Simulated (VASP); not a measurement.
# Pd (Fm-3m) in VASP: a series of runs

The runs below take Pd through single point, with PBE.

Program: VASP 6.6.1. These are calculated values, not measurements. Logs are shortened: lines on timing, memory, paths and dates and some standing lists are left out, and cuts for length are marked.

### 1 The cell of the first run

It takes space group Fm-3m (No. 225, cubic). Conventional cell: a = 3.893 Å, b = 3.893 Å, c = 3.893 Å, α = 90.00°, β = 90.00°, γ = 90.00°. Within 3.6 Å of Pd (site symmetry m-3m) lie 12 Pd at 2.75 Å.

### 2 Single point, PBE

INCAR

```
SYSTEM = Pd
  PREC = Accurate
  ENCUT = 500
  EDIFF = 1E-6
  ISMEAR = -1
  SIGMA = 0.15
  LREAL = .False.
  LASPH = .True.
  NELM = 120
  ALGO = Normal
  ISIF = 2
  LWAVE = .False.
  LCHARG = .True.
  GGA = PE
  LELF = .True.
  LVHAR = .True.
  NBANDS = 11
  GGA_COMPAT = .False.
```

KPOINTS

```
Automatic mesh
0
Gamma
  12 12 12
  0 0 0
```

POSCAR

```
Pd
1.0
    0.0000000000      1.9465000000      1.9465000000
    1.9465000000      0.0000000000      1.9465000000
    1.9465000000      1.9465000000      0.0000000000
Pd
1
Direct
    0.0000000000      0.0000000000      0.0000000000
```

Potentials or basis: VASP PAW PBE potentials, release 64 (Pd).

The run is started by

```console
$ cat potpaw_PBE.64/Pd/POTCAR > POTCAR
$ mpirun -np 1 vasp_std > vasp.out
```

OUTCAR:

```text
SYSTEM = Pd
   PREC = Accurate
   ENCUT = 500
   EDIFF = 1E-6
   ISMEAR = -1
   LREAL = .False.
   LASPH = .True.
   NELM = 120
   ISIF = 2
   GGA = PE

 ion  position               nearest neighbor table
   1  0.000  0.000  0.000-

  LATTYP: Found a face centered cubic cell.
 ALAT       =     3.8930000000

  Lattice vectors:

 A1 = (   0.0000000000,   1.9465000000,   1.9465000000)
 A2 = (   1.9465000000,   0.0000000000,   1.9465000000)
 A3 = (   1.9465000000,   1.9465000000,   0.0000000000)

Analysis of symmetry for initial positions (statically):
=====================================================================
 Subroutine PRICEL returns:
 Original cell was already a primitive cell.

 Routine SETGRP: Setting up the symmetry group for a
 face centered cubic supercell.

 Subroutine GETGRP returns: Found 48 space group operations
 (whereof 48 operations were pure point group operations)
 out of a pool of 48 trial point group operations.

The static configuration has the point symmetry O_h .

Analysis of symmetry for dynamics (positions and initial velocities):
=====================================================================
 Subroutine PRICEL returns:
 Original cell was already a primitive cell.

 Routine SETGRP: Setting up the symmetry group for a
 face centered cubic supercell.

 Subroutine GETGRP returns: Found 48 space group operations
 (whereof 48 operations were pure point group operations)
 out of a pool of 48 trial point group operations.

The dynamic configuration has the point symmetry O_h .

 Subroutine INISYM returns: Found 48 space group operations
 (whereof 48 operations are pure point group operations),
 and found     1 'primitive' translations

----------------------------------------------------------------------------------------

                                     Primitive cell

  volume of cell :      14.7500

  direct lattice vectors                    reciprocal lattice vectors
     0.000000000  1.946500000  1.946500000    -0.256871307  0.256871307  0.256871307
     1.946500000  0.000000000  1.946500000     0.256871307 -0.256871307  0.256871307
     1.946500000  1.946500000  0.000000000     0.256871307  0.256871307 -0.256871307

  length of vectors
     2.752766699  2.752766699  2.752766699     0.444914156  0.444914156  0.444914156

  position of ions in fractional coordinates (direct lattice)
     0.000000000  0.000000000  0.000000000

  ion indices of the primitive-cell ions
   primitive index   ion index
                 1           1

----------------------------------------------------------------------------------------

 KPOINTS: Automatic mesh

Automatic generation of k-mesh.
 Grid dimensions read from file:
 generate k-points for:   12   12   12

 Generating k-lattice:

  Cartesian coordinates                     Fractional coordinates (reciprocal lattice)
    -0.021405942  0.021405942  0.021405942     0.083333333  0.000000000  0.000000000
     0.021405942 -0.021405942  0.021405942     0.000000000  0.083333333  0.000000000
     0.021405942  0.021405942 -0.021405942     0.000000000  0.000000000  0.083333333

  Length of vectors
     0.037076180  0.037076180  0.037076180

  Shift w.r.t. Gamma in fractional coordinates (k-lattice)
     0.000000000  0.000000000  0.000000000

 Subroutine IBZKPT returns following result:
 ===========================================

 Found     72 irreducible k-points:

 Following reciprocal coordinates:
            Coordinates               Weight
  0.000000  0.000000  0.000000      1.000000
  0.083333  0.000000  0.000000      8.000000
  0.166667  0.000000  0.000000      8.000000
  0.250000  0.000000  0.000000      8.000000
  0.333333  0.000000  0.000000      8.000000
  0.416667  0.000000  0.000000      8.000000
[... 16 lines left out ...]
  0.500000  0.166667  0.000000     24.000000
 -0.416667  0.166667  0.000000     24.000000
 [... further k-points ...]
   k-points           NKPTS =     72   k-points in BZ     NKDIM =     72   number of bands    NBANDS=     11
   number of dos      NEDOS =    301   number of ions     NIONS =      1
   total plane-waves  NPLWV =   8000
   dimension x,y,z NGX =    20 NGY =   20 NGZ =   20
   dimension x,y,z NGXF=    40 NGYF=   40 NGZF=   40
   ions per type =               1
   NGX,Y,Z   is equivalent  to a cutoff of  12.08, 12.08, 12.08 a.u.
   NGXF,Y,Z  is equivalent  to a cutoff of  24.16, 24.16, 24.16 a.u.
 SYSTEM =  Pd
   PREC   = accura    normal or accurate (medium, high low for compatibility)
   ISTART =      0    job   : 0-new  1-cont  2-samecut
   ICHARG =      2    charge: 1-file 2-atom 10-const
   ISPIN  =      1    spin polarized calculation?
   LNONCOLLINEAR =      F non collinear calculations
   LSORBIT =      F    spin-orbit coupling
   LASPH  =      T    aspherical Exc in radial PAW
   ENCUT  =  500.0 eV  36.75 Ry    6.06 a.u.   5.02  5.02  5.02*2*pi/ulx,y,z
   NELM   =    120;   NELMIN=  2; NELMDL= -5     # of ELM steps
   EDIFF  = 0.1E-05   stopping-criterion for ELM
   LREAL  =      F    real-space projection
   EDIFFG = 0.1E-04   stopping-criterion for IOM
   NSW    =      0    number of steps for IOM
   IBRION =     -1    ionic relax: 0-MD 1-quasi-New 2-CG
   NFREE  =      0    steps in history (QN), initial steepest desc. (CG)
   ISIF   =      2    stress and relaxation
   ISYM   =      2    0-nonsym 1-usesym 2-fastsym
   POTIM  = 0.5000    time-step for ionic-motion
   TEBEG  =    0.0;   TEEND  =   0.0 temperature during run
   PSTRESS=    0.0 pullay stress
   NELECT =      10.0000    total number of electrons
   NUPDOWN=      -1.0000    fix difference up-down
   EMIN   =  10.00;   EMAX   =-10.00  energy-range for DOS
   EFERMI =   0.00;   METHOD = LEGACY
   ISMEAR =    -1;   SIGMA  =   0.15  broadening in eV -4-tet -1-fermi 0-gaus
   EFERMI_NEDOS =   21; number of points for ismear=-14 and -15
   IALGO  =     38    algorithm
   IMIX   =      4    mixing-type and parameters
     AMIX     =   0.40;   BMIX     =  1.00
     AMIX_MAG =   1.60;   BMIX_MAG =  1.00
  volume/ion in A,a.u.               =      14.75        99.54
  Fermi-wavevector in a.u.,A,eV,Ry     =   1.438171  2.717748 28.141404  2.068335
  Thomas-Fermi vector in A             =   2.557167
   LORBIT       =      0    0 simple, 1 ext, 2 COOP (PROOUT), +10 PAW based schemes
   GGA     = PE    functional components
   LHFCALC =     F    Hartree Fock is set to
   AEXX    =    0.0000 exact exchange contribution
   IVDW    =     0    specifies the selected vdW correction
   LEPSILON=     F    determine dielectric tensor
   LRPA    =     F    only Hartree local field effects (RPA)
 non-spin polarized calculation
  energy-cutoff  :      500.00
  volume of cell :       14.75
 maximum number of plane-waves:       388
   NGX =  9   NGY =  9   NGZ =  9

 number of electron      10.0000000 magnetization

 number of electron       9.9999999 magnetization

 Free energy of the ion-electron system (eV)
  ---------------------------------------------------
  ext. energy  EPLUGINS =         0.00000000
  ---------------------------------------------------
  free energy    TOTEN  =        -5.28117767 eV

  energy without entropy =       -5.16242766  energy(sigma->0) =       -5.22180267

 E-fermi :   9.8231     XC(G=0): -13.1868

 val. band max:        9.7935092142   @ k =   0.5000   0.1667   0.0000
 cond. band min:       9.8401175962   @ k =   0.5000   0.2500   0.0000
 fundamental gap:      0.0466083820
 Fermi energy:         9.8230630717

 k-point     1 :       0.0000    0.0000    0.0000
  band No.  band energies     occupation
      1       2.6435      2.00000
      2       6.9402      2.00000
      3       6.9402      2.00000
      4       6.9402      2.00000
      5       8.5461      1.99960
      6       8.5461      1.99960
      7      26.9790      0.00000
      8      31.7521      0.00000
      9      31.7521      0.00000
     10      31.7521      0.00000
     11      35.9885      0.00000

 k-point     2 :       0.0833    0.0000    0.0000
  band No.  band energies     occupation
      1       2.8937      2.00000
      2       6.8544      2.00000
      3       7.0250      2.00000
      4       7.0250      2.00000
      5       8.5072      1.99969
      6       8.5072      1.99969
      7      27.2304      0.00000
      8      30.2568      0.00000
      9      32.0386      0.00000
     10      32.0386      0.00000
     11      36.0622      0.00000

 k-point     3 :       0.1667    0.0000    0.0000
  band No.  band energies     occupation
      1       3.5710      2.00000
      2       6.7065      2.00000
      3       7.1963      2.00000
      4       7.1963      2.00000
      5       8.4818      1.99974
      6       8.4818      1.99974
      7      27.0423      0.00000
      8      28.2875      0.00000
      9      32.7833      0.00000
     10      32.7833      0.00000
     11      36.0412      0.00000

 k-point     4 :       0.2500    0.0000    0.0000
  band No.  band energies     occupation
      1       4.3271      2.00000
      2       6.9130      2.00000
      3       7.2312      2.00000
      4       7.2312      2.00000
      5       8.6975      1.99890
      6       8.6975      1.99890
      7      24.3125      0.00000
      8      28.0234      0.00000
      9      33.4269      0.00000
     10      33.4269      0.00000
     11      35.5884      0.00000
[... 239 lines left out ...]
 k-point    22 :       0.4167    0.1667    0.0000
  band No.  band energies     occupation
      1       5.0797      2.00000
      2       6.5136      2.00000
      3       7.1188      2.00000
      4       7.6425      2.00000
      5       9.7058      1.37220
      6      10.9787      0.00090
      7      20.5903      0.00000
      8      27.0370      0.00000
      9      28.3589      0.00000
     10      30.1162      0.00000
     11      36.0619      0.00000

 k-point    23 :       0.5000    0.1667    0.0000
  band No.  band energies     occupation
      1       5.0434      2.00000
      2       6.4544      2.00000
      3       7.4961      2.00000
      4       7.6471      2.00000
      5       9.7935      1.09820
      6      12.8496      0.00000
      7      17.8814      0.00000
      8      26.1908      0.00000
      9      28.6253      0.00000
     10      29.1518      0.00000
     11      36.0714      0.00000

 k-point    24 :      -0.4167    0.1667    0.0000
  band No.  band energies     occupation
      1       5.0957      2.00000
      2       6.4619      2.00000
      3       7.4267      2.00000
      4       7.8504      2.00000
      5       9.5250      1.75888
      6      13.4002      0.00000
      7      17.3749      0.00000
      8      25.6196      0.00000
      9      28.6586      0.00000
     10      29.6814      0.00000
     11      36.0669      0.00000

 [... further k-points ...]
[... 5 lines left out ...]
  --------------------------------------------------------------------------------------
  -------------------------------------------------------------------------------------
  Total        0.6794440      0.6794440      0.6794440      0.0000000     -0.0000000      0.0000000
  in kB       73.8024901     73.8024901     73.8024901      0.0000000     -0.0000000      0.0000000
  external PRESSURE =      73.8024901 kB  Pullay stress =       0.0000000 kB

 VOLUME and BASIS-vectors are now :
 -----------------------------------------------------------------------------
  energy-cutoff  :      500.00
  volume of cell :       14.75
      direct lattice vectors                 reciprocal lattice vectors
     0.000000000  1.946500000  1.946500000    -0.256871307  0.256871307  0.256871307
     1.946500000  0.000000000  1.946500000     0.256871307 -0.256871307  0.256871307
     1.946500000  1.946500000  0.000000000     0.256871307  0.256871307 -0.256871307

 POSITION                                       TOTAL-FORCE (eV/Angst)
 -----------------------------------------------------------------------------------
      0.00000      0.00000      0.00000         0.000000      0.000000      0.000000
 -----------------------------------------------------------------------------------
    total drift:                                0.000000      0.000000      0.000000

  FREE ENERGIE OF THE ION-ELECTRON SYSTEM (eV)
  ---------------------------------------------------
  free  energy   TOTEN  =        -5.2811776680 eV

  energy  without entropy=       -5.1624276647  energy(sigma->0) =       -5.22180267
```

It took 8.1 s on 1 thread of Intel Xeon Platinum 8259CL at 2.50GHz (Skylake/Cascade Lake), shared host; peak memory 0.13 GiB.

Results:

| Quantity | Value |
| --- | --- |
| Free energy | -5.2812 eV |
| Pressure | 7.4 GPa |
| Band gap on the k mesh | zero (band 5 reaches 10.07 eV, above the bottom of band 6 at 8.48 eV) |

### 3 Single point, PBE

INCAR

```
PREC     = Accurate       # precision mode
ENCUT    = 500            # plane-wave cutoff, eV
EDIFF    = 1E-6           # SCF threshold, eV
ISMEAR   = -1             # smearing method
SIGMA    = 0.15           # smearing width, eV
LREAL    = False          # projectors in reciprocal space
LASPH    = True           # aspherical terms in the spheres
NELM     = 120            # most SCF steps
ALGO     = Normal         # electronic algorithm
ISIF     = 2              # what is computed and relaxed
LWAVE    = False          # write WAVECAR
LCHARG   = False          # write CHGCAR
GGA      = PE             # functional
NBANDS   = 11             # bands
GGA_COMPAT= False
```

KPOINTS

```
regular mesh
0
Gamma
  12 12 12
```

POSCAR is that of step 2.

Potentials or basis: VASP PAW PBE potentials, release 64 (Pd).

The run is started by

```console
$ cat potpaw_PBE.64/Pd/POTCAR > POTCAR
$ mpirun -np 1 vasp_std > vasp.out
```

Wall time 7.8 s (1 thread of Intel Xeon Platinum 8259CL at 2.50GHz (Skylake/Cascade Lake), shared host); peak memory 0.13 GiB.

The run converged. Its results:

| Property | Result |
| --- | --- |
| Free energy | -5.2812 eV |
| Pressure | 7.4 GPa |
| Band gap on the k mesh | zero (band 5 reaches 10.07 eV, above the bottom of band 6 at 8.48 eV) |

Levels at points of the mesh, in eV from the Fermi level:
```csv
k point,band 3,band 4,band 5,band 6,band 7,band 8
"(0.00, 0.00, 0.00)",-2.88,-2.88,-1.28,-1.28,17.16,21.93
"(0.50, 0.00, 0.00)",-2.93,-0.07,-0.07,0.97,7.28,16.51
"(0.50, 0.50, 0.00)",-0.10,0.24,0.24,3.31,10.73,13.17
```
